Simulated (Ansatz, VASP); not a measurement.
## Two plane-wave programs on AlN

```xyz
4
Lattice="3.1067 0.0000 0.0000 -1.5533 2.6905 0.0000 0.0000 0.0000 4.9786" Properties=species:S:1:pos:R:3 pbc="T T T"
Al    0.0000    1.7937   -0.0164
Al    1.5533    0.8968    2.4729
N     0.0000    1.7937    1.8834
N     1.5533    0.8968    4.3727
```

Alike in both runs: task single point; functional PBE0; k mesh 6 × 6 × 4; no spin polarisation.

|  | VASP | Ansatz |
| --- | --- | --- |
| version | VASP 6.6.1 | Ansatz 0.2.0 |
| potentials or method | VASP PAW PBE potentials, release 64 (Al, N) | plane waves, PAW |
| plane-wave cutoff (eV) | 520 | 420 |
| occupations | gaussian, width 0.01 eV | fixed |
| valence electrons in the cell | 16 | 16 |

VASP gave:

```
gap on the k mesh at the Fermi level (eV)                     : 6.33
pressure (GPa)                                                : -0.8
traceless stress, the component that is largest in VASP (GPa) : -0.10
rms of the force components (eV/Å)                            : 0.004
```

Question: What did Ansatz give for the same quantities?

Answer: gap on the k mesh at the Fermi level (eV): 6.33; pressure (GPa): -0.7; traceless stress, the component that is largest in VASP (GPa): -0.18; rms of the force components (eV/Å): 0.006.

Atom by atom the forces differ by 0.002 eV/Å (rms over components). Ansatz's warnings: stress exchange threshold loose, stress scf threshold loose.
